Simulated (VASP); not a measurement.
Wanted: the native input for a VASP 6.6.1 run.

```
Task                   : single point
Functional             : PBE
Potentials or basis    : VASP PAW PBE potentials, release 64 (Pb_d)
Cutoff                 : 500 eV
k mesh                 : 9 × 9 × 9
Occupations            : methfessel-paxton, width 0.025 eV
Spin                   : no spin polarisation
Dipole correction      : no
Further INCAR settings : ALGO = Normal; EDIFF = 1e-06; NBANDS = 13
```

The structure of Pb lies in POSCAR:

```
Pb
1.0
    3.5002070000      0.0000000000      0.0000000000
    1.7501035000      3.0312681805      0.0000000000
    1.7501035000      1.0104227268      2.8579070480
Pb
1
Direct
    0.0000000000      0.0000000000      0.0000000000
```

One way to write it, as run:

INCAR

```
SYSTEM = Pb
  PREC = Accurate
  ENCUT = 500
  EDIFF = 1E-6
  ISMEAR = 1
  SIGMA = 0.025
  LREAL = .FALSE.
  LASPH = .TRUE.
  NELM = 120
  ALGO = Normal
  ISIF = 2
  LWAVE = .FALSE.
  LCHARG = .FALSE.
  GGA = PE
  NBANDS = 13
  GGA_COMPAT = .FALSE.
```

KPOINTS

```
Automatic mesh
0
G
  9 9 9
  0 0 0
```

Potentials or basis: VASP PAW PBE potentials, release 64 (Pb_d).

Run with:

```bash
$ cat potpaw_PBE.64/Pb_d/POTCAR > POTCAR
$ mpirun -np 1 vasp_std > vasp.out
```

It gave:

```
Pressure               : 2.2 GPa
Band gap on the k mesh : zero (band 7 reaches 14.70 eV, above the bottom of band 8 at 5.74 eV)
```

Caveat: spin-orbit coupling is left out, which moves the levels of the heavy elements.

Run time: 9.8 s on 1 thread of Intel Xeon 6455B (shared host), peak memory 0.16 GiB.
